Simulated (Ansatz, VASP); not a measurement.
Li4Zr3O: VASP beside Ansatz

```xyz
8
Lattice="3.0547 0.0000 0.0000 -1.5274 2.6455 0.0000 0.0000 0.0000 16.7055" Properties=species:S:1:pos:R:3 pbc="T T T"
Li    0.0000    0.0000   14.3667
Li    1.5274    0.8818    7.3003
Li    0.0000    1.7636    9.6558
Li    1.5274    0.8818   12.0113
Zr    0.0000    1.7636    0.0000
Zr    1.5274    0.8818    2.4557
Zr    0.0000    1.7636    4.8947
O     0.0000    0.0000    1.2195
```

Alike in both runs: task relaxation of cell and atoms; functional PBE; k mesh 6 × 6 × 1; occupations gaussian, width 0.2 eV; no spin polarisation.

```csv
,VASP,Ansatz
version,VASP 6.6.1,Ansatz 0.2.0
potentials or method,"VASP PAW PBE potentials, release 64 (Li_sv, Zr_sv, O), cutoff 600 eV","scalar-relativistic, plane waves, PAW"
valence electrons in the cell,54,54
```

|  | VASP | Ansatz | Ansatz less VASP |
| --- | --- | --- | --- |
| gap on the k mesh at the Fermi level, each at its own relaxed structure (eV) | none | none | - |
| relaxed volume (Å³/atom) | 19.88 | 19.63 | -0.247 |
| relaxed length of the cell vector where the two differ most in proportion (Å) | 17.839 | 17.575 | -0.2642 |

A gap of «none» marks a metal or a gap that the smearing closes.

The k mesh is coarse, so the values compare programs but aren't converged. Noted on VASP's run: the cutoff is under 1.25 times that of the potentials, so the pressure is a little rough; the volume moved by over 15 % at a fixed basis, so the end points are rough.
